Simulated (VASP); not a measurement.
# BaTiO3 in VASP: a series of runs, part 4 of 4

VASP 6.6.1. The steps go on from the part before.

## 6. Relaxation of cell and atoms, PBE+U

This run uses another cell than the first one: it holds 5 atoms, not 10.

Input file INCAR:

```
SYSTEM = BaTiO3
PREC = Accurate
ENCUT = 600
EDIFF = 1E-7
ISMEAR = 0
SIGMA = 0.02
LREAL = .FALSE.
LASPH = .TRUE.
NELM = 150
ALGO = Normal
ISIF = 3
LWAVE = .FALSE.
LCHARG = .FALSE.
LMAXMIX = 4
LDAU = .TRUE.
LDAUTYPE = 2
LDAUL = -1 2 -1
LDAUU = 0 4 0
LDAUJ = 0 0 0
LDAUPRINT = 1
GGA = PE
IBRION = 2
NSW = 100
EDIFFG = -0.005
```

Input file KPOINTS:

```
Automatic mesh
0
G
  6 6 6
  0 0 0
```

Input file POSCAR:

```
BaTiO3
1.0
    3.9833338700      0.0000000000      0.0000000000
    0.0000000000      2.8625951084      2.8753395310
    0.0000000000     -2.8625951084      2.8753395310
Ba Ti O
1 1 3
Direct
    0.0000000000      0.0034138500      0.0034138500
    0.5000000000      0.5185038200      0.5185038200
    0.5000000000      0.9784256700      0.4913519000
    0.5000000000      0.4913519000      0.9784256700
    0.0000000000      0.4882047600      0.4882047600
```

Potentials or basis: VASP PAW PBE potentials, release 64 (Ba_sv, Ti_sv, O).

Started as:

```console
> cat potpaw_PBE.64/Ba_sv/POTCAR potpaw_PBE.64/Ti_sv/POTCAR potpaw_PBE.64/O/POTCAR > POTCAR
> mpirun -np 1 vasp_std > vasp.out
```

OUTCAR:

```text
SYSTEM = BaTiO3
   PREC = Accurate
   ENCUT = 600
   EDIFF = 1E-7
   ISMEAR = 0
   LREAL = .FALSE.
   LASPH = .TRUE.
   NELM = 150
   ISIF = 3
   GGA = PE
   IBRION = 2
   NSW = 100
   EDIFFG = -0.005

 ion  position               nearest neighbor table
   1  0.000  0.003  0.003-   5 2.79   4 2.81   3 2.81   3 2.81   4 2.81   5 2.86   5 2.86   4 2.88
                             3 2.88   3 2.88   4 2.88   5 2.96   2 3.43   2 3.43   2 3.49   2 3.49
   2  0.500  0.519  0.519-   3 1.87   4 1.87   5 2.00   5 2.00   3 2.19   4 2.19   1 3.43   1 3.43
                             1 3.49   1 3.49   1 3.49   1 3.49   1 3.57   1 3.57
   3  0.500  0.978  0.491-   2 1.87   2 2.19   1 2.81   1 2.81   1 2.88   1 2.88
   4  0.500  0.491  0.978-   2 1.87   2 2.19   1 2.81   1 2.81   1 2.88   1 2.88
   5  0.000  0.488  0.488-   2 2.00   2 2.00   1 2.79   1 2.86   1 2.86   1 2.96

  LATTYP: Found a base centered orthorhombic cell.
 ALAT       =     5.7251902168
 B/A-ratio  =     1.0044520521
[... 432 lines left out ...]
  energy without entropy =      -37.35427069  energy(sigma->0) =      -37.35427069

 E-fermi :   3.9534     XC(G=0): -11.0617

 val. band max:        3.6728198035   @ k =   0.5000   0.5000   0.5000
 cond. band min:       5.7950260974   @ k =   0.0000   0.0000   0.0000
 fundamental gap:      2.1222062940
 Fermi energy:         3.9533518449

 k-point     1 :       0.0000    0.0000    0.0000
  band No.  band energies     occupation
      1     -54.2525      2.00000
      2     -30.3937      2.00000
      3     -30.3936      2.00000
      4     -30.3936      2.00000
      5     -21.2411      2.00000
      6     -13.1866      2.00000
[... 637 lines left out ...]
     23       7.6881      0.00000
     24       8.7896      0.00000

 [... further k-points ...]

------------------------ aborting loop because EDIFF is reached ----------------------------------------

  FORCE on cell =-STRESS in cart. coord.  units (eV):
  Direction    XX          YY          ZZ          XY          YZ          ZX
  --------------------------------------------------------------------------------------
  -------------------------------------------------------------------------------------
  Total       -0.0018676      0.0166094      0.0036411      0.0000000      0.0000000      0.0000000
  in kB       -0.0448649      0.3989962      0.0874677      0.0000000      0.0000000      0.0000000
  external PRESSURE =       0.1471997 kB  Pullay stress =       0.0000000 kB
[... 20 lines left out ...]
  FREE ENERGIE OF THE ION-ELECTRON SYSTEM (eV)
  ---------------------------------------------------
  free  energy   TOTEN  =       -37.3542706900 eV

  energy  without entropy=      -37.3542706900  energy(sigma->0) =      -37.35427069

 reached required accuracy - stopping structural energy minimisation
```

OSZICAR:

```text
N       E                     dE             d eps       ncg     rms          rms(c)
DAV:   1     0.497441907736E+03    0.49744E+03   -0.23014E+04  2496   0.200E+03
DAV:   2     0.757488831353E+01   -0.48987E+03   -0.48010E+03  3064   0.520E+02
DAV:   3    -0.465529527028E+02   -0.54128E+02   -0.52592E+02  3656   0.158E+02
[... 217 lines left out ...]
       N       E                     dE             d eps       ncg     rms          rms(c)
DAV:   1    -0.373542218594E+02    0.36133E-04   -0.99377E-03  2904   0.116E+00    0.194E-02
DAV:   2    -0.373542713492E+02   -0.49490E-04   -0.54564E-04  2600   0.179E-01    0.112E-02
DAV:   3    -0.373542712319E+02    0.11729E-06   -0.20619E-05  3496   0.300E-02    0.643E-03
DAV:   4    -0.373542706333E+02    0.59862E-06   -0.26865E-06  3168   0.146E-02    0.172E-03
DAV:   5    -0.373542706900E+02   -0.56691E-07   -0.47124E-07  2824   0.571E-03
  21 F= -.37354271E+02 E0= -.37354271E+02  d E =-.127691E-04
```

CONTCAR:

```text
BaTiO3
   1.00000000000000
     4.0559426613720770    0.0000000000000000    0.0000000000000000
     0.0000000000000000    2.8672166324154080    2.8675679337038793
     0.0000000000000000   -2.8672166324154080    2.8675679337038793
  Ba              Ti              O
     1     1     3
Direct
     0.0000000000000000    0.9963359191802293    0.9963359191802293
     0.5000000000000000    0.4967640865997625    0.4967640865997625
     0.5000000000000000    0.9954276327193782    0.4957613377701635
     0.5000000000000000    0.4957613377701635    0.9954276327193782
     0.0000000000000000    0.4956110237304674    0.4956110237304674

  0.00000000E+00  0.00000000E+00  0.00000000E+00
  0.00000000E+00  0.00000000E+00  0.00000000E+00
  0.00000000E+00  0.00000000E+00  0.00000000E+00
  0.00000000E+00  0.00000000E+00  0.00000000E+00
  0.00000000E+00  0.00000000E+00  0.00000000E+00
```

It took 20 min on 1 thread of Oxide Virtual Turin-like, shared host; peak memory 0.24 GiB.

Results:

```
Free energy                            : -37.3543 eV
Relaxed volume                         : 13.34 Å³/atom
Relaxed cell                           : a = 4.056 Å, b = 4.055 Å, c = 4.055 Å, α = 89.99°, β = 90.00°, γ = 90.00°
Space group after relaxing (to 0.05 Å) : Pm-3m (No. 221)
Energy gained by relaxing              : 16.4 meV/atom
Ionic steps                            : 21
Pressure after relaxing                : 0.0 GPa
Largest force after relaxing           : 0.005 eV/Å
Band gap on the k mesh                 : 2.12 eV, indirect (least direct gap 2.34 eV)
```

Forces in eV/Å, atoms in the order of the input:
```
Ba   0.000  0.000 -0.003
Ti   0.000  0.000 -0.003
O    0.000  0.000  0.001
O    0.000  0.000  0.001
O    0.000  0.000  0.005
```

The path:
```
step  energy change (eV)  largest force (eV/Å)  pressure (GPa)  volume (Å³)
   1              0.0000                0.9161            6.19        65.57
   2              0.0046                0.2846           -6.70        70.50
   3             -0.0615                0.2433           -0.63        67.87
   4             -0.0615                0.2535           -0.51        67.83
   5             -0.0668                0.1953           -0.23        67.53
   6             -0.0742                0.1363            0.93        66.64
   7             -0.0772                0.1307           -0.03        66.94
   8             -0.0776                0.1281           -0.49        67.09
   9             -0.0792                0.0980           -0.31        66.96
  10             -0.0810                0.0221            0.21        66.65
  11             -0.0816                0.0187           -0.10        66.76
  12             -0.0816                0.0188           -0.17        66.79
  13             -0.0816                0.0165            0.10        66.67
  14             -0.0816                0.0172            0.03        66.70
  15             -0.0817                0.0127            0.03        66.70
  16             -0.0817                0.0073            0.03        66.69
  17             -0.0818                0.0097           -0.06        66.73
  18             -0.0818                0.0094           -0.06        66.73
  19             -0.0818                0.0067            0.04        66.69
  20             -0.0818                0.0074            0.01        66.70
  21             -0.0818                0.0047            0.01        66.70
```

Final structure:
```xyz
5
Lattice="4.0559 0.0000 0.0000 0.0000 2.8672 2.8676 0.0000 -2.8672 2.8676" Properties=species:S:1:pos:R:3 pbc="T T T"
Ba    0.0000    0.0000    5.7141
Ti    2.0280    0.0000    2.8490
O     2.0280    1.4327    4.2761
O     2.0280   -1.4327    4.2761
O     0.0000    0.0000    2.8424
```

Levels at points of the mesh, in eV from the valence-band top:
```tsv
k point	band 18	band 19	band 20	band 21	band 22	band 23
(0.00, 0.00, 0.00)	-0.22	-0.22	-0.22	2.12	2.12	2.12
(0.50, 0.00, 0.00)	-1.70	-0.78	-0.78	2.29	3.68	3.71
(0.00, 0.50, 0.00)	-1.70	-0.78	-0.78	2.29	3.68	3.71
(0.50, 0.50, 0.00)	-0.91	-0.91	-0.09	3.72	3.72	4.14
(0.00, 0.50, 0.50)	-0.91	-0.91	-0.09	3.72	3.73	4.14
(0.50, 0.50, 0.50)	0.00	0.00	0.00	4.35	4.35	4.35
```

Eigenvalues of the final occupation matrices:
```
    site  spin  trace               eigenvalues
site 2 d     1   0.77  0.10 0.10 0.10 0.23 0.23
site 2 d     2   0.77  0.10 0.10 0.10 0.23 0.23
```

Caveat: spin-orbit coupling is left out, which moves the levels of the heavy elements.

## 7. Overview

```tsv
task	cell	k mesh	cutoff (eV)	gap on the mesh (eV)	pressure (GPa)	largest force (eV/Å)
single point	a = 4.007, b = 5.747, c = 5.774 Å, 10 atoms	6 × 4 × 4	520	2.50	3.5	0.60
relaxation of cell and atoms	relaxed to 50 GPa from a = 3.770 Å, 5 atoms	6 × 6 × 6	600	2.56	49.9	-
relaxation of cell and atoms	relaxed to 12 GPa from a = 3.911, b = 3.929, c = 3.929 Å, angles 89.9, 90.0, 90.0°, 5 atoms	6 × 6 × 6	600	2.28	12.0	-
relaxation of cell and atoms	relaxed to 4 GPa from a = 3.966, b = 4.017, c = 4.017 Å, angles 89.8, 90.0, 90.0°, 5 atoms	6 × 6 × 6	600	2.18	4.0	0.01
relaxation of cell and atoms	relaxed from a = 3.983, b = 4.057, c = 4.057 Å, angles 89.7, 90.0, 90.0°, 5 atoms	6 × 6 × 6	600	2.12	0.0	-
```

Alike in all rows: level PBE+U; potentials or basis VASP PAW PBE potentials, release 64 (Ba_sv, Ti_sv, O); no spin polarisation; Ti d U = 4.0 eV; smearing gaussian 0.02 eV.

Caveats: spin-orbit coupling is left out, which moves the levels of the heavy elements; the cell is relaxed towards a set pressure, so the enthalpy falls and the energy may rise (some runs).

Total energies depend on the potentials used, so only differences within one code and one set of settings carry meaning.
